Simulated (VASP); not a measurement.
## Hf: single point with PBE

Hf:

```
Hf
1.0
    -1.77344    1.77344    1.77344
     1.77344   -1.77344    1.77344
     1.77344    1.77344   -1.77344
Hf
1
Direct
  0.00000 0.00000 0.00000
```

| Property | Result |
| --- | --- |
| Program | VASP 6.6.1 |
| Task | single point |
| Functional | PBE |
| Potentials or basis | VASP PAW PBE potentials, release 64 (Hf_pv) |
| Cutoff | 520 eV |
| k mesh | 18 × 18 × 18 |
| Occupations | gaussian, width 0.05 eV |
| Spin | no spin polarisation |

```
Pressure               : -0.4 GPa
Band gap on the k mesh : zero (band 5 reaches 6.12 eV, above the bottom of band 6 at 3.87 eV)
```

Levels at points of the mesh, in eV from the Fermi level:
| k point | band 2 | band 3 | band 4 | band 5 | band 6 | band 7 | band 8 | band 9 |
| --- | --- | --- | --- | --- | --- | --- | --- | --- |
| (0.00, 0.00, 0.00) | -29.83 | -29.83 | -7.05 | 1.53 | 1.53 | 1.53 | 4.32 | 4.32 |
| (0.50, 0.00, 0.00) | -30.10 | -29.83 | -3.38 | -0.50 | 1.07 | 4.15 | 5.15 | 7.63 |
| (0.50, 0.50, 0.50) | -30.41 | -30.41 | -2.58 | -2.58 | 6.80 | 6.80 | 6.80 | 7.25 |

It took 16 s on 1 thread of AMD EPYC 9R45 96-Core Processor (Zen 5), on a shared host, peak memory 0.14 GiB.

Caveat: spin-orbit coupling is left out, which moves the levels of the heavy elements.
